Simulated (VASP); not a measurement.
# Tl (P6_3/mmc) in VASP: a series of runs, part 2 of 2

VASP 6.6.1. The steps go on from the part before.

## Step 3: Relaxation of cell and atoms, PBEsol

This run uses another cell than the first one, of 28.57 Å³/atom, 0.998 times its volume.

INCAR

```
SYSTEM = Tl
ALGO     = Normal         ! electronic algorithm
EDIFF    = 1E-6           ! SCF threshold, eV
EDIFFG   = -0.005         ! ionic threshold
ENCUT    = 600            ! plane-wave cutoff, eV
GGA      = PS             ! functional
IBRION   = 2              ! ionic algorithm
ISIF     = 3              ! what is computed and relaxed
ISMEAR   = 0              ! smearing method
LASPH    = .TRUE.         ! aspherical terms in the spheres
LCHARG   = .FALSE.        ! write CHGCAR
LREAL    = .FALSE.        ! projectors in reciprocal space
LWAVE    = .FALSE.        ! write WAVECAR
NELM     = 100            ! most SCF steps
NSW      = 100            ! ionic steps
PREC     = Accurate       ! precision mode
SIGMA    = 0.1            ! smearing width, eV
```

KPOINTS

```
k-points
0
G
  15 15 8
  0 0 0
```

POSCAR

```
Tl
1.0
    3.4559983565      0.0000000000      0.0000000000
   -1.7279991783      2.9929823722      0.0000000000
    0.0000000000      0.0000000000      5.5250000000
Tl
2
Direct
    0.3333333333      0.6666666667      0.2500000000
    0.6666666667      0.3333333333      0.7500000000
```

Potentials or basis: VASP PAW PBE potentials, release 64 (Tl_d).

Launch:

```sh
$ cat potpaw_PBE.64/Tl_d/POTCAR > POTCAR
$ mpirun -np 1 vasp_std > vasp.out
```

OUTCAR:

```text
SYSTEM = Tl
   EDIFF = 1E-6
   EDIFFG = -0.005
   ENCUT = 600
   GGA = PS
   IBRION = 2
   ISIF = 3
   ISMEAR = 0
   LASPH = .TRUE.
   LREAL = .FALSE.
   NELM = 100
   NSW = 100
   PREC = Accurate

 ion  position               nearest neighbor table
   1  0.333  0.667  0.250-   2 3.41   2 3.41   2 3.41   2 3.41   2 3.41   2 3.41
   2  0.667  0.333  0.750-   1 3.41   1 3.41   1 3.41   1 3.41   1 3.41   1 3.41

  LATTYP: Found a hexagonal cell.
 ALAT       =     3.4559983565
 C/A-ratio  =     1.5986697417

  Lattice vectors:

 A1 = (   3.4559983565,   0.0000000000,   0.0000000000)
 A2 = (  -1.7279991783,   2.9929823722,   0.0000000000)
 A3 = (   0.0000000000,   0.0000000000,   5.5250000000)

Analysis of symmetry for initial positions (statically):
=====================================================================
 Subroutine PRICEL returns:
 Original cell was already a primitive cell.

 Routine SETGRP: Setting up the symmetry group for a
 hexagonal supercell.

 Subroutine GETGRP returns: Found 24 space group operations
 (whereof 12 operations were pure point group operations)
 out of a pool of 24 trial point group operations.

The static configuration has the point symmetry D_3d.
 The point group associated with its full space group is D_6h.

Analysis of symmetry for dynamics (positions and initial velocities):
=====================================================================
 Subroutine PRICEL returns:
 Original cell was already a primitive cell.

 Routine SETGRP: Setting up the symmetry group for a
 hexagonal supercell.

 Subroutine GETGRP returns: Found 24 space group operations
 (whereof 12 operations were pure point group operations)
 out of a pool of 24 trial point group operations.

The dynamic configuration has the point symmetry D_3d.
 The point group associated with its full space group is D_6h.

 Subroutine INISYM returns: Found 24 space group operations
 (whereof 12 operations are pure point group operations),
 and found     1 'primitive' translations

----------------------------------------------------------------------------------------

                                     Primitive cell

  volume of cell :      57.1492

  direct lattice vectors                    reciprocal lattice vectors
     3.455998356  0.000000000  0.000000000     0.289351989  0.167057449  0.000000000
    -1.727999178  2.992982372  0.000000000     0.000000000  0.334114898  0.000000000
     0.000000000  0.000000000  5.525000000     0.000000000  0.000000000  0.180995475

  length of vectors
     3.455998356  3.455998357  5.525000000     0.334114898  0.334114898  0.180995475

  position of ions in fractional coordinates (direct lattice)
     0.333333333  0.666666667  0.250000000
     0.666666667  0.333333333  0.750000000

  ion indices of the primitive-cell ions
   primitive index   ion index
                 1           1
                 2           2

----------------------------------------------------------------------------------------

 KPOINTS: k-points

Automatic generation of k-mesh.
 Grid dimensions read from file:
 generate k-points for:   15   15    8

[... 53 lines left out ...]
 SYSTEM =  Tl
   PREC   = accura    normal or accurate (medium, high low for compatibility)
   ISTART =      0    job   : 0-new  1-cont  2-samecut
   ICHARG =      2    charge: 1-file 2-atom 10-const
   ISPIN  =      1    spin polarized calculation?
   LNONCOLLINEAR =      F non collinear calculations
   LSORBIT =      F    spin-orbit coupling
   LASPH  =      T    aspherical Exc in radial PAW
   ENCUT  =  600.0 eV  44.10 Ry    6.64 a.u.   6.90  6.90 11.03*2*pi/ulx,y,z
   NELM   =    100;   NELMIN=  2; NELMDL= -5     # of ELM steps
   EDIFF  = 0.1E-05   stopping-criterion for ELM
   LREAL  =      F    real-space projection
   EDIFFG = -.5E-02   stopping-criterion for IOM
   NSW    =    100    number of steps for IOM
   IBRION =      2    ionic relax: 0-MD 1-quasi-New 2-CG
   NFREE  =      1    steps in history (QN), initial steepest desc. (CG)
   ISIF   =      3    stress and relaxation
   ISYM   =      2    0-nonsym 1-usesym 2-fastsym
   POTIM  = 0.5000    time-step for ionic-motion
   TEBEG  =    0.0;   TEEND  =   0.0 temperature during run
   PSTRESS=    0.0 pullay stress
   NELECT =      26.0000    total number of electrons
   NUPDOWN=      -1.0000    fix difference up-down
   EMIN   =  10.00;   EMAX   =-10.00  energy-range for DOS
   EFERMI =   0.00;   METHOD = LEGACY
   ISMEAR =     0;   SIGMA  =   0.10  broadening in eV -4-tet -1-fermi 0-gaus
   EFERMI_NEDOS =   21; number of points for ismear=-14 and -15
   IALGO  =     38    algorithm
   IMIX   =      4    mixing-type and parameters
     AMIX     =   0.40;   BMIX     =  1.00
     AMIX_MAG =   1.60;   BMIX_MAG =  1.00
  volume/ion in A,a.u.               =      28.57       192.83
  Fermi-wavevector in a.u.,A,eV,Ry     =   1.259107  2.379367 21.570001  1.585350
  Thomas-Fermi vector in A             =   2.392683
   LORBIT       =      0    0 simple, 1 ext, 2 COOP (PROOUT), +10 PAW based schemes
   GGA     = PS    functional components
   LHFCALC =     F    Hartree Fock is set to
   AEXX    =    0.0000 exact exchange contribution
   IVDW    =     0    specifies the selected vdW correction
   LEPSILON=     F    determine dielectric tensor
   LRPA    =     F    only Hartree local field effects (RPA)
 conjugate gradient relaxation of ions
 non-spin polarized calculation
 Gauss-broadening in eV      SIGMA  =   0.10
  energy-cutoff  :      600.00
  volume of cell :       57.15
 maximum number of plane-waves:      1929
 NGX is ok and might be reduce to    28
   NGX = 13   NGY = 13   NGZ = 23

--------------------------------------- Ionic step        1  -------------------------------------------

 number of electron      25.9999999 magnetization

 Free energy of the ion-electron system (eV)
  ---------------------------------------------------
  ext. energy  EPLUGINS =         0.00000000
  ---------------------------------------------------
  free energy    TOTEN  =        -5.26195656 eV

  energy without entropy =       -5.25720416  energy(sigma->0) =       -5.25958036

------------------------ aborting loop because EDIFF is reached ----------------------------------------

  FORCE on cell =-STRESS in cart. coord.  units (eV):
  Direction    XX          YY          ZZ          XY          YZ          ZX
  --------------------------------------------------------------------------------------
  -------------------------------------------------------------------------------------
  Total        0.0473761      0.0473761     -0.1027118     -0.0000000     -0.0000000      0.0000000
  in kB        1.3281882      1.3281882     -2.8795252     -0.0000000     -0.0000000      0.0000000
  external PRESSURE =      -0.0743829 kB  Pullay stress =       0.0000000 kB
[... 89 lines left out ...]
  FREE ENERGIE OF THE ION-ELECTRON SYSTEM (eV)
  ---------------------------------------------------
  free  energy   TOTEN  =        -5.2629949220 eV

  energy  without entropy=       -5.2588402625  energy(sigma->0) =       -5.26091759

[... ionic steps 4 to 7 ...]

--------------------------------------- Ionic step        8  -------------------------------------------

 number of electron      25.9999998 magnetization

------------------------ aborting loop because EDIFF is reached ----------------------------------------
[... 67 lines left out ...]
--------------------------------------- Ionic step       10  -------------------------------------------

 number of electron      25.9999998 magnetization

 Free energy of the ion-electron system (eV)
  ---------------------------------------------------
  ext. energy  EPLUGINS =         0.00000000
  ---------------------------------------------------
  free energy    TOTEN  =        -5.26363347 eV

  energy without entropy =       -5.26066408  energy(sigma->0) =       -5.26214877

 E-fermi :   6.3634     XC(G=0): -10.3571

 val. band max:        6.3197739016   @ k =   0.0667   0.0000   0.2500
 cond. band min:       6.3935655165   @ k =   0.3333   0.3333   0.2500
 fundamental gap:      0.0737916149
 Fermi energy:         6.3633848857

 k-point     1 :       0.0000    0.0000    0.0000
  band No.  band energies     occupation
      1      -5.3758      2.00000
      2      -5.1152      2.00000
      3      -5.1152      2.00000
      4      -5.1013      2.00000
      5      -5.0541      2.00000
      6      -5.0541      2.00000
[... 457 lines left out ...]
      4      -5.1455      2.00000
      5      -4.9830      2.00000
      6      -4.9044      2.00000
[... 9 lines left out ...]
     16       8.3821      0.00000
     17      10.2313      0.00000

 [... further k-points ...]
[... 5 lines left out ...]
  --------------------------------------------------------------------------------------
  -------------------------------------------------------------------------------------
  Total       -0.0025763     -0.0025763      0.0015135      0.0000000      0.0000000      0.0000000
  in kB       -0.0720670     -0.0720670      0.0423355      0.0000000      0.0000000      0.0000000
  external PRESSURE =      -0.0339329 kB  Pullay stress =       0.0000000 kB
[... 17 lines left out ...]
  FREE ENERGIE OF THE ION-ELECTRON SYSTEM (eV)
  ---------------------------------------------------
  free  energy   TOTEN  =        -5.2636334664 eV

  energy  without entropy=       -5.2606640784  energy(sigma->0) =       -5.26214877

 reached required accuracy - stopping structural energy minimisation
```

Wall time 3.6 min (1 thread of Intel Xeon 6975P-C (Granite Rapids), shared host); peak memory 0.29 GiB.

Results:

```
Free energy                            : -5.2636 eV
Relaxed volume                         : 28.64 Å³/atom
Relaxed cell                           : a = 3.503 Å, b = 3.503 Å, c = 5.391 Å, α = 90.00°, β = 90.00°, γ = 120.00°
Space group after relaxing (to 0.05 Å) : P6_3/mmc (No. 194)
Energy gained by relaxing              : 0.8 meV/atom
Ionic steps                            : 10
Pressure after relaxing                : 0.0 GPa
Band gap on the k mesh                 : zero (band 13 reaches 10.30 eV, above the bottom of band 14 at 4.14 eV)
```

Step by step:
```csv
step,energy change (eV),largest force (eV/Å),pressure (GPa),volume (Å³)
1,0.0000,0.0000,-0.01,57.15
2,-0.0003,0.0000,0.01,57.14
3,-0.0010,0.0000,0.06,57.10
4,-0.0015,0.0000,0.17,57.01
5,-0.0015,0.0000,-0.16,57.54
6,-0.0017,0.0000,0.04,57.25
7,-0.0017,0.0000,0.00,57.28
8,-0.0017,0.0000,0.00,57.26
9,-0.0017,0.0000,0.01,57.26
10,-0.0017,0.0000,0.00,57.28
```

Final structure:
```yaml
crystal:
  lattice:
    - [3.50260, 0.00000, 0.00000]
    - [-1.75130, 3.03334, 0.00000]
    - [0.00000, 0.00000, 5.39092]
  atoms:
    - { symbol: Tl, position: [0.33333, 0.66667, 0.25000] }
    - { symbol: Tl, position: [0.66667, 0.33333, 0.75000] }
```

Levels at points of the mesh, in eV from the Fermi level:
```
           k point  band 9  band 10  band 11  band 12  band 13  band 14  band 15  band 16  band 17
(0.00, 0.00, 0.00)  -11.02   -11.02   -10.05    -4.74    -2.72     7.50     7.50     9.69     9.69
(0.00, 0.00, 0.50)  -11.13   -11.13    -8.55    -8.55     3.89     3.89     8.55     8.55     8.55
```

Caveat: the PAW data sets were made with another functional, which shifts forces and pressure a little; spin-orbit coupling is left out, which moves the levels of the heavy elements.

## Step 4: Single point, PBEsol

This run uses another cell than the first one, of 28.57 Å³/atom, 0.998 times its volume.

INCAR

```
ALGO = Normal
EDIFF = 1E-7
ENCUT = 520
GGA = PS
ISIF = 2
ISMEAR = 0
LASPH = T
LCHARG = F
LREAL = F
LWAVE = F
NBANDS = 20
NELM = 100
PREC = Accurate
SIGMA = 0.1
```

KPOINTS

```
k-points
0
Gamma
  6 6 4
```

POSCAR is that of step 3.

Launch:

```sh
$ cat potpaw_PBE.64/Tl_d/POTCAR > POTCAR
$ mpirun -np 1 vasp_std > vasp.out
```

Wall time 8.2 s (1 thread of Intel Xeon 6975P-C (Granite Rapids), shared host); peak memory 0.17 GiB.

Results (log left out):

```yaml
Free_energy: -5.2370 eV
Pressure: -0.2 GPa
Band_gap_on_the_k_mesh: zero (band 13 reaches 9.86 eV, above the bottom of band 14 at 4.08 eV)
```

Stress tensor (GPa, compression positive):
```
-1.00  0.00  0.00
 0.00 -1.00  0.00
 0.00  0.00  1.53
```

Levels at points of the mesh, in eV from the Fermi level:
```
           k point  band 10  band 11  band 12  band 13  band 14  band 15  band 16  band 17
(0.00, 0.00, 0.00)   -11.08   -10.12    -5.16    -2.92     7.93     7.93    10.01    10.01
(0.50, 0.00, 0.00)   -11.03    -5.84    -4.76    -0.76     0.44     1.28     3.74     3.81
(0.00, 0.00, 0.50)   -11.19    -8.68    -8.68     3.29     3.29     8.91     8.91     8.91
(0.50, 0.00, 0.50)   -11.05    -4.78    -4.78    -2.35    -2.35     5.50     5.50     6.09
```

Caveat: the PAW data sets were made with another functional, which shifts forces and pressure a little; spin-orbit coupling is left out, which moves the levels of the heavy elements.

## Step 5: Single point, PBEsol

INCAR

```
PREC = Accurate
ENCUT = 520
EDIFF = 1E-6
ISMEAR = 0
SIGMA = 0.1
LREAL = False
LASPH = True
NELM = 100
ALGO = Normal
ISIF = 2
LWAVE = False
LCHARG = False
GGA = PS
NBANDS = 20
```

KPOINTS

```
Automatic mesh
0
Gamma
  12 12 7
```

POSCAR

```
Tl
1.0
    3.5018737533      0.0000000000      0.0000000000
   -1.7509368767      3.0327116312      0.0000000000
    0.0000000000      0.0000000000      5.3940014844
Tl
2
Direct
    0.3333333333      0.6666666667      0.2500000000
    0.6666666667      0.3333333333      0.7500000000
```

Launch:

```sh
$ cat potpaw_PBE.64/Tl_d/POTCAR > POTCAR
$ mpirun -np 1 vasp_std > vasp.out
```

Run time: 22 s. Hardware: 1 thread of Intel Xeon 6975P-C (Granite Rapids), shared host; peak memory 0.22 GiB.

It converged, with:

```yaml
Free_energy: -5.2657 eV
Pressure: 0.0 GPa
Band_gap_on_the_k_mesh: zero (band 13 reaches 9.17 eV, above the bottom of band 14 at 4.44 eV)
```

Stress tensor (GPa, compression positive):
```
 0.03  0.00  0.00
 0.00  0.03  0.00
 0.00  0.00 -0.17
```

Levels at points of the mesh, in eV from the Fermi level:
```tsv
k point	band 11	band 12	band 13	band 14	band 15	band 16
(0.00, 0.00, 0.00)	-10.08	-4.77	-2.75	7.49	7.49	9.67
(0.50, 0.00, 0.00)	-5.97	-4.83	-0.54	0.75	1.33	3.52
```

Caveat: the PAW data sets were made with another functional, which shifts forces and pressure a little; spin-orbit coupling is left out, which moves the levels of the heavy elements.

## Step 6: The runs side by side

| task | cell | k mesh | cutoff (eV) | gap on the mesh (eV) | pressure (GPa) |
| --- | --- | --- | --- | --- | --- |
| single point | a = 3.502, b = 3.502, c = 5.394 Å, angles 90.0, 90.0, 120.0°, 2 atoms | 15 × 15 × 8 | 520 | none | -0.1 |
| relaxation of cell and atoms | relaxed from a = 3.456, b = 3.456, c = 5.525 Å, angles 90.0, 90.0, 120.0°, 2 atoms | 15 × 15 × 8 | 600 | none | 0.0 |
| single point | a = 3.456, b = 3.456, c = 5.525 Å, angles 90.0, 90.0, 120.0°, 2 atoms | 6 × 6 × 4 | 520 | none | -0.2 |
| single point | a = 3.502, b = 3.502, c = 5.394 Å, angles 90.0, 90.0, 120.0°, 2 atoms | 12 × 12 × 7 | 520 | none | 0.0 |

Alike in all rows: level PBEsol; potentials or basis VASP PAW PBE potentials, release 64 (Tl_d); no spin polarisation; smearing gaussian 0.1 eV.

Caveats: the PAW data sets were made with another functional, which shifts forces and pressure a little; spin-orbit coupling is left out, which moves the levels of the heavy elements.

Absolute energies hang on the potentials; compare differences alone.
